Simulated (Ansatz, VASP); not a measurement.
TlIn4: VASP beside Ansatz

```
CELL_PARAMETERS angstrom
-3.53329 3.53329 3.53329
3.53329 -3.53329 3.53329
3.53329 3.53329 -3.53329
ATOMIC_POSITIONS crystal
Tl 0.00000 0.00000 0.00000
In 0.50000 0.50000 0.50000
In 0.50000 0.00000 0.00000
In 0.00000 0.00000 0.50000
In 0.00000 0.50000 0.00000
```

Change from the starting cell: species swapped into the Hg4Pt type (Im-3m, No. 229).

Alike in both runs: functional PBE; k mesh 8 × 8 × 8; occupations gaussian, width 0.1 eV; no spin polarisation.

Ansatz relaxed the structure, and its values are those at the end. VASP's run is a single point on that final structure, the one shown.

|  | VASP | Ansatz |
| --- | --- | --- |
| version | VASP 6.6.1 | Ansatz 0.2.0 |
| potentials or method | VASP PAW PBE potentials, release 64 (Tl_d, In_d), cutoff 520 eV | scalar-relativistic, plane waves, PAW |
| valence electrons in the cell | 65 | 65 |

|  | VASP | Ansatz | Ansatz less VASP |
| --- | --- | --- | --- |
| gap on the k mesh at the Fermi level (eV) | none | none | - |
| pressure (GPa) | -0.1 | 0.0 | +0.04 |

A gap of «none» marks a metal or a gap that the smearing closes. With one functional, cell and mesh, what is left measures potentials, basis and numerics.

Neither program's run includes spin-orbit coupling.
